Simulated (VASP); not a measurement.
Input of a VASP 6.6.1 run:

Contents of INCAR:

```
SYSTEM = Si2Ni
PREC = Accurate ; ENCUT = 600
EDIFF = 1E-6 ; ISMEAR = 0
SIGMA = 0.1 ; LREAL = .False.
LASPH = .True. ; NELM = 100
ALGO = Normal ; ISIF = 3
LWAVE = .False. ; LCHARG = .False.
GGA = PE ; IBRION = 2
NSW = 100 ; EDIFFG = -0.005
```

KPOINTS

```
Automatic mesh
0
Gamma
  14 14 14
  0 0 0
```

File POSCAR:

```
Si2Ni
1.0
    0.0000000000      2.6931550400      2.6931550400
    2.6931550400      0.0000000000      2.6931550400
    2.6931550400      2.6931550400      0.0000000000
Si Ni
2 1
Direct
    0.2500000000      0.2500000000      0.2500000000
    0.7500000000      0.7500000000      0.7500000000
    0.0000000000      0.0000000000      0.0000000000
```

Potentials or basis: VASP PAW PBE potentials, release 64 (Si, Ni).

The run is started by

```console
$ cat potpaw_PBE.64/Si/POTCAR potpaw_PBE.64/Ni/POTCAR > POTCAR
$ mpirun -np 1 vasp_std > vasp.out
```

Q: Predict the band gap on the k mesh.

A: Zero (bands 9 and 10 overlap by 2.14 eV).

Q: What does it give for the space group after relaxing (to 0.1 Å)?

A: Fm-3m (No. 225).

Final structure:
```yaml
crystal:
  lattice:
    - [0.00000, 2.72314, 2.72314]
    - [2.72314, 0.00000, 2.72314]
    - [2.72314, 2.72314, 0.00000]
  atoms:
    - { symbol: Si, position: [0.25000, 0.25000, 0.25000] }
    - { symbol: Si, position: [0.75000, 0.75000, 0.75000] }
    - { symbol: Ni, position: [0.00000, 0.00000, 0.00000] }
```

Spin polarisation is off, so any magnetic state and its effect on volume and gap are missing.
